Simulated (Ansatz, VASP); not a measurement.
## Two plane-wave programs on In3GaP2

```
CELL_PARAMETERS angstrom
4.46483 0.00000 0.00000
0.00000 4.46483 0.00000
0.00000 0.00000 7.89004
ATOMIC_POSITIONS crystal
In 0.50000 0.50000 0.00000
In 0.00000 0.00000 0.00000
In 0.50000 0.50000 0.50000
Ga 0.00000 0.00000 0.50000
P 0.00000 0.50000 0.32333
P 0.50000 0.00000 0.67667
```

Change from the starting cell: species swapped into the Li3MnAs2 type (P-4m2, No. 115).

Alike in both runs: functional PBE; k mesh 8 × 8 × 6; occupations gaussian, width 0.1 eV; no spin polarisation.

Ansatz relaxed the structure, and its values are those at the end. VASP's run is a single point on that final structure, the one shown.

```csv
,VASP,Ansatz
version,VASP 6.6.1,Ansatz 0.2.0
potentials or method,"VASP PAW PBE potentials, release 64 (In_d, Ga_d, P), cutoff 520 eV","scalar-relativistic, plane waves, PAW"
valence electrons in the cell,62,62
```

```csv
,VASP,Ansatz,Ansatz less VASP
gap on the k mesh at the Fermi level (eV),none,none,-
pressure (GPa),0.0,0.0,+0.02
```

A gap of «none» marks a metal or a gap that the smearing closes.
